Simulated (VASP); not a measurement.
# Ti2Si13Sn in VASP: a series of runs

The runs below take Ti2Si13Sn through single point, with PBE.

Program: VASP 6.6.1. These are calculated values, not measurements. Logs are shortened: lines on timing, memory, paths and dates and some standing lists are left out, and cuts for length are marked.

### 1 The cell of the first run

The cell holds a disordered packing, 16 atoms: a = 6.783 Å, b = 6.467 Å, c = 6.462 Å, α = 87.67°, β = 88.07°, γ = 90.59°.

### 2 Single point, PBE

Contents of INCAR:

```
PREC = Accurate
ENCUT = 400
EDIFF = 1E-6
ISMEAR = -1
SIGMA = 0.0819
LREAL = Auto
LASPH = True
NELM = 120
ALGO = Normal
ISIF = 2
LWAVE = False
LCHARG = False
GGA = PE
NBANDS = 59
ISYM = -1
GGA_COMPAT = False
```

Contents of KPOINTS:

```
explicit points
1
Reciprocal
  0.25000000   0.25000000   0.25000000 1
```

Contents of POSCAR:

```
Ti2Si13Sn
1.0
    6.7816700000     -0.0349430000      0.1121080000
   -0.0349430000      6.4658950000      0.1319420000
    0.1121080000      0.1319420000      6.4600740000
Si Ti Sn
13 2 1
Direct
    0.8618873738      0.6691697503      0.1193675080
    1.0524488436      0.1294583325      0.1115166906
    0.1802375587      0.4017589768      0.8960200835
    0.6738249271      0.3159429260      0.1399605784
    0.4098798343      0.8361645859      0.4751786069
    0.3632834208      0.6672392079      0.0727786008
    0.3264949989      0.3894965782      0.2912623510
    0.8711978840      0.5485222766      0.7257417827
    0.6596021935      0.5521834224      0.4354598929
    1.0951887625      0.6806080706      0.3950361541
    0.3928267316      0.1510531044      0.6718787946
    0.4082585019      1.0213241076      0.1485147710
    0.5335772515      0.4820337778      0.7992905686
    0.1567162171      0.8865049674      0.7952820076
    0.6401590720      0.8824990767      0.8761782533
    0.8358394215      0.1217821524      0.5176374966
```

Potentials or basis: VASP PAW PBE potentials, release 64 (Si, Ti_sv, Sn_d).

Launch:

```console
> cat potpaw_PBE.64/Si/POTCAR potpaw_PBE.64/Ti_sv/POTCAR potpaw_PBE.64/Sn_d/POTCAR > POTCAR
> mpirun -np 1 vasp_std > vasp.out
```

OUTCAR:

```text
PREC = Accurate
   ENCUT = 400
   EDIFF = 1E-6
   ISMEAR = -1
   LREAL = Auto
   LASPH = True
   NELM = 120
   ISIF = 2
   GGA = PE
   ISYM = -1

 ion  position               nearest neighbor table
   1  0.862  0.669  0.119-  10 2.43   9 2.51  15 2.58   4 2.60   8 2.69   3 3.13
   2  0.052  0.129  0.112-   3 2.34  12 2.54  14 2.71   7 2.81   4 2.85  16 2.96
   3  0.180  0.402  0.896-   2 2.34   6 2.45  13 2.50   8 2.57  11 2.63   7 2.77   1 3.13
   4  0.674  0.316  0.140-   9 2.49   7 2.58   1 2.60  12 2.61  13 2.62   2 2.85  16 2.95   6 3.14

   5  0.410  0.836  0.475-  12 2.38  10 2.43  11 2.45   9 2.53  14 2.68   6 2.89  16 3.44
   6  0.363  0.667  0.073-   7 2.25  12 2.38  13 2.44   3 2.45  15 2.59  14 2.68  10 2.72   5 2.89
                             4 3.14
   7  0.326  0.389  0.291-   6 2.25  10 2.56   4 2.58  12 2.65   9 2.69   3 2.77   2 2.81  11 2.90

   8  0.871  0.549  0.726-  13 2.35   9 2.40   3 2.57  10 2.69   1 2.69  15 2.86  14 2.96  16 3.13

   9  0.660  0.552  0.435-   8 2.40   4 2.49  13 2.50   1 2.51   5 2.53   7 2.69  10 3.06  16 3.07

  10  0.095  0.681  0.395-   1 2.43   5 2.43   7 2.56   8 2.69   6 2.72  14 3.00   9 3.06
  11  0.393  0.151  0.672-  14 2.42   5 2.45  13 2.52   3 2.63  15 2.76   7 2.90  16 3.14
  12  0.408  0.021  0.149-   6 2.38   5 2.38  15 2.52   2 2.54   4 2.61   7 2.65
  13  0.534  0.482  0.799-   8 2.35   6 2.44   9 2.50   3 2.50  11 2.52   4 2.62  15 2.75
  14  0.157  0.887  0.795-  11 2.42   5 2.68   6 2.68   2 2.71   8 2.96  10 3.00  16 3.22
  15  0.640  0.882  0.876-  12 2.52   1 2.58   6 2.59  13 2.75  11 2.76   8 2.86  16 3.00
  16  0.836  0.122  0.518-   4 2.95   2 2.96  15 3.00   9 3.07   8 3.13  11 3.14  14 3.22   5 3.44

IMPORTANT INFORMATION: All symmetrisations will be switched off!
NOSYMM: (Re-)initialisation of all symmetry stuff for point group C_1.

----------------------------------------------------------------------------------------

                                     Primitive cell

  volume of cell :     283.0632

  direct lattice vectors                    reciprocal lattice vectors
     6.781670000 -0.034943000  0.112108000     0.147503286  0.000849726 -0.002577124
    -0.034943000  6.465895000  0.131942000     0.000849726  0.154727010 -0.003174925
     0.112108000  0.131942000  6.460074000    -0.002577124 -0.003174925  0.154906557

  length of vectors
     6.782686577  6.467335453  6.462393750     0.147528244  0.154761913  0.154960521

  position of ions in fractional coordinates (direct lattice)
     0.861887374  0.669169750  0.119367508
     0.052448844  0.129458333  0.111516691
     0.180237559  0.401758977  0.896020083
     0.673824927  0.315942926  0.139960578
     0.409879834  0.836164586  0.475178607
     0.363283421  0.667239208  0.072778601
[... 8 lines left out ...]
     0.640159072  0.882499077  0.876178253
     0.835839421  0.121782152  0.517637497

  ion indices of the primitive-cell ions
   primitive index   ion index
                 1           1
                 2           2
                 3           3
                 4           4
                 5           5
                 6           6
[... 8 lines left out ...]
                15          15
                16          16

----------------------------------------------------------------------------------------

 KPOINTS: explicit points

Read explicit list of k-points.

 Found      1 k-points:

 Following reciprocal coordinates:
            Coordinates               Weight
  0.250000  0.250000  0.250000      1.000000
   k-points           NKPTS =      1   k-points in BZ     NKDIM =      1   number of bands    NBANDS=     59
   number of dos      NEDOS =    301   number of ions     NIONS =     16
   total plane-waves  NPLWV =  84672
   dimension x,y,z NGX =    48 NGY =   42 NGZ =   42
   dimension x,y,z NGXF=    96 NGYF=   84 NGZF=   84
   ions per type =              13   2   1
   NGX,Y,Z   is equivalent  to a cutoff of  11.76, 10.80, 10.80 a.u.
   NGXF,Y,Z  is equivalent  to a cutoff of  23.53, 21.59, 21.61 a.u.
 SYSTEM =  unknown system
   PREC   = accura    normal or accurate (medium, high low for compatibility)
   ISTART =      0    job   : 0-new  1-cont  2-samecut
   ICHARG =      2    charge: 1-file 2-atom 10-const
   ISPIN  =      1    spin polarized calculation?
   LNONCOLLINEAR =      F non collinear calculations
   LSORBIT =      F    spin-orbit coupling
   LASPH  =      T    aspherical Exc in radial PAW
   ENCUT  =  400.0 eV  29.40 Ry    5.42 a.u.  11.06 10.55 10.54*2*pi/ulx,y,z
   NELM   =    120;   NELMIN=  2; NELMDL= -5     # of ELM steps
   EDIFF  = 0.1E-05   stopping-criterion for ELM
   LREAL  =      T    real-space projection
   EDIFFG = 0.1E-04   stopping-criterion for IOM
   NSW    =      0    number of steps for IOM
   IBRION =     -1    ionic relax: 0-MD 1-quasi-New 2-CG
   NFREE  =      0    steps in history (QN), initial steepest desc. (CG)
   ISIF   =      2    stress and relaxation
   ISYM   =     -1    0-nonsym 1-usesym 2-fastsym
   POTIM  = 0.5000    time-step for ionic-motion
   TEBEG  =    0.0;   TEEND  =   0.0 temperature during run
   PSTRESS=    0.0 pullay stress
   NELECT =      90.0000    total number of electrons
   NUPDOWN=      -1.0000    fix difference up-down
   EMIN   =  10.00;   EMAX   =-10.00  energy-range for DOS
   EFERMI =   0.00;   METHOD = LEGACY
   ISMEAR =    -1;   SIGMA  =   0.08  broadening in eV -4-tet -1-fermi 0-gaus
   EFERMI_NEDOS =   21; number of points for ismear=-14 and -15
   IALGO  =     38    algorithm
   IMIX   =      4    mixing-type and parameters
     AMIX     =   0.40;   BMIX     =  1.00
     AMIX_MAG =   1.60;   BMIX_MAG =  1.00
  volume/ion in A,a.u.               =      17.69       119.39
  Fermi-wavevector in a.u.,A,eV,Ry     =   1.117364  2.111511 16.986894  1.248501
  Thomas-Fermi vector in A             =   2.253986
   LORBIT       =      0    0 simple, 1 ext, 2 COOP (PROOUT), +10 PAW based schemes
   GGA     = PE    functional components
   LHFCALC =     F    Hartree Fock is set to
   AEXX    =    0.0000 exact exchange contribution
   IVDW    =     0    specifies the selected vdW correction
   LEPSILON=     F    determine dielectric tensor
   LRPA    =     F    only Hartree local field effects (RPA)
 non-spin polarized calculation
  energy-cutoff  :      400.00
  volume of cell :      283.06
 maximum number of plane-waves:      5142
 NGX is ok and might be reduce to    48
   NGX = 23   NGY = 21   NGZ = 21

 number of electron      89.9999989 magnetization

 Free energy of the ion-electron system (eV)
  ---------------------------------------------------
  ext. energy  EPLUGINS =         0.00000000
  ---------------------------------------------------
  free energy    TOTEN  =       -86.75548297 eV

  energy without entropy =      -86.71783815  energy(sigma->0) =      -86.73666056

 E-fermi :   7.9395     XC(G=0): -10.4841

 val. band max:        7.6255336165   @ k =   0.2500   0.2500   0.2500
 cond. band min:       8.2895169071   @ k =   0.2500   0.2500   0.2500
 fundamental gap:      0.6639832906
 Fermi energy:         7.9394554769

 k-point     1 :       0.2500    0.2500    0.2500
  band No.  band energies     occupation
      1     -49.5021      2.00000
      2     -49.2909      2.00000
      3     -25.8802      2.00000
      4     -25.7316      2.00000
      5     -25.7161      2.00000
      6     -25.6544      2.00000
[... 49 lines left out ...]
     56       9.9487      0.00000
     57      10.2896      0.00000
 [bands above 57 left out]

------------------------ aborting loop because EDIFF is reached ----------------------------------------

  FORCE on cell =-STRESS in cart. coord.  units (eV):
  Direction    XX          YY          ZZ          XY          YZ          ZX
  --------------------------------------------------------------------------------------
  -------------------------------------------------------------------------------------
  Total       -8.5115975     -3.0912405      1.0369926      5.8367265      0.3473379      3.4488789
  in kB      -48.1768337    -17.4968541      5.8695234     33.0366897      1.9659813     19.5211377
  external PRESSURE =     -19.9347215 kB  Pullay stress =       0.0000000 kB

 VOLUME and BASIS-vectors are now :
 -----------------------------------------------------------------------------
  energy-cutoff  :      400.00
  volume of cell :      283.06
      direct lattice vectors                 reciprocal lattice vectors
     6.781670000 -0.034943000  0.112108000     0.147503286  0.000849726 -0.002577124
    -0.034943000  6.465895000  0.131942000     0.000849726  0.154727010 -0.003174925
     0.112108000  0.131942000  6.460074000    -0.002577124 -0.003174925  0.154906557

 POSITION                                       TOTAL-FORCE (eV/Angst)
 -----------------------------------------------------------------------------------
      5.83504      4.31241      0.95604        -0.310455      0.155719      0.015322
      0.36367      0.84995      0.74337        -0.119747     -0.439888      0.283626
      1.30872      2.70966      5.86157        -0.815095      0.722068     -0.723040
      4.57431      2.03777      1.02138         0.079211     -0.078688     -0.050473
      2.80372      5.45493      3.22597         0.191731     -0.913601      0.466625
      2.44851      4.31121      0.59892         0.290694      0.899346     -0.637265
[... 8 lines left out ...]
      4.40874      5.79938      5.84838         0.053790     -0.436864     -0.783744
      5.72216      0.82652      3.45375         0.520034     -0.152990     -0.219756
 -----------------------------------------------------------------------------------
    total drift:                               -0.004398      0.002196      0.000456

  FREE ENERGIE OF THE ION-ELECTRON SYSTEM (eV)
  ---------------------------------------------------
  free  energy   TOTEN  =       -86.7554829750 eV

  energy  without entropy=      -86.7178381472  energy(sigma->0) =      -86.73666056
```

Wall time 33 s (1 thread of Intel Xeon Platinum 8259CL at 2.50GHz (Skylake/Cascade Lake), shared host); peak memory 0.27 GiB.

What came out:

* Free energy: -86.7555 eV
* Pressure: -2.0 GPa
* Largest force: 2.068 eV/Å

Forces on the atoms (eV/Å):
```
Si  -0.310  0.156  0.015
Si  -0.120 -0.440  0.284
Si  -0.815  0.722 -0.723
Si   0.079 -0.079 -0.050
Si   0.192 -0.914  0.467
Si   0.291  0.899 -0.637
Si   0.098 -1.370  1.547
Si   1.770  0.231  0.399
Si  -1.240  0.217 -0.753
Si  -0.009 -0.163  0.201
Si   1.172  1.276 -0.162
Si  -0.243  0.717  0.340
Si  -0.275 -0.272  0.199
Ti  -1.163 -0.391 -0.121
Ti   0.054 -0.437 -0.784
Sn   0.520 -0.153 -0.220
```

Stress tensor (GPa, compression positive):
```
-4.82  3.30  1.95
 3.30 -1.75  0.20
 1.95  0.20  0.59
```

Caveat: the atoms stand as in a frame of molecular dynamics; spin-orbit coupling is left out, which moves the levels of the heavy elements.

### 3 Single point, PBE

Contents of INCAR:

```
PREC     = Accurate       # precision mode
ENCUT    = 400            # plane-wave cutoff, eV
EDIFF    = 1E-6           # SCF threshold, eV
ISMEAR   = -1             # smearing method
SIGMA    = 0.05           # smearing width, eV
LREAL    = Auto         
LASPH    = T              # aspherical terms in the spheres
NELM     = 120            # most SCF steps
ALGO     = Normal         # electronic algorithm
ISIF     = 2              # what is computed and relaxed
LWAVE    = F              # write WAVECAR
LCHARG   = F              # write CHGCAR
GGA      = PE             # functional
ISYM     = -1           
NBANDS   = 59             # bands
GGA_COMPAT= F
```

KPOINTS is that of step 2.

Contents of POSCAR:

```
Ti2Si13Sn
1.0
    6.7816700000     -0.0349430000      0.1121080000
   -0.0349430000      6.4658950000      0.1319420000
    0.1121080000      0.1319420000      6.4600740000
Si Ti Sn
13 2 1
Direct
    0.8725793140      0.7089413820      0.1233951398
    0.0450696904      0.1555646999      0.0889243389
    0.1156345728      0.4869895084      0.9272073462
    0.6794277040      0.2309401769      0.1357286325
    0.3922773889      0.8535616107      0.5059692722
    0.3662814204      0.6808961653      0.0900991414
    0.3760588695      0.3666205960      0.3518541951
    0.8819471541      0.5967436983      0.6910520083
    0.6357050838      0.5922841412      0.4351258546
    0.1299487980      0.6281517791      0.3666789418
    0.4152972424      0.2019898433      0.6918086252
    0.3752073755      0.0353889248      0.1554304124
    0.5772856981      0.4739897618      0.8742330967
    0.1342662116      0.9121293880      0.7972883140
    0.6457775627      0.9107153410      0.8474756737
    0.8700229308      0.0943219569      0.4908167370
```

Potentials or basis: VASP PAW PBE potentials, release 64 (Si, Ti_sv, Sn_d).

Launch:

```console
> cat potpaw_PBE.64/Si/POTCAR potpaw_PBE.64/Ti_sv/POTCAR potpaw_PBE.64/Sn_d/POTCAR > POTCAR
> mpirun -np 1 vasp_std > vasp.out
```

It took 32 s on 1 thread of Intel Xeon Platinum 8259CL at 2.50GHz (Skylake/Cascade Lake), shared host; peak memory 0.27 GiB.

Results (log left out):

```
Free energy   : -87.6850 eV
Pressure      : -1.6 GPa
Largest force : 1.147 eV/Å
```

Forces on the atoms (eV/Å):
```
Si  -0.651 -0.084  0.216
Si  -0.172  0.246  0.065
Si   0.453  0.005  0.276
Si   0.110 -0.180  0.206
Si   0.106 -0.379 -0.236
Si   0.546 -0.263 -0.974
Si   0.306 -0.278 -0.088
Si  -0.179  0.275 -0.095
Si  -0.040  0.626 -0.633
Si  -0.155  0.085  0.792
Si  -0.020  0.260  0.394
Si   0.540  0.248  0.155
Si  -0.015  0.430 -0.493
Ti  -0.017 -0.246  0.115
Ti  -0.695 -0.622  0.460
Sn  -0.117 -0.125 -0.159
```

Stress tensor (GPa, compression positive):
```
-1.83  1.69  4.31
 1.69 -2.66  0.29
 4.31  0.29 -0.41
```

Levels at points of the mesh, in eV from the Fermi level:
```csv
k point,band 43,band 44,band 45,band 46,band 47,band 48
"(0.25, 0.25, 0.25)",-0.80,-0.62,-0.33,0.34,0.45,0.60
```

Caveat: the atoms stand as in a frame of molecular dynamics; spin-orbit coupling is left out, which moves the levels of the heavy elements.
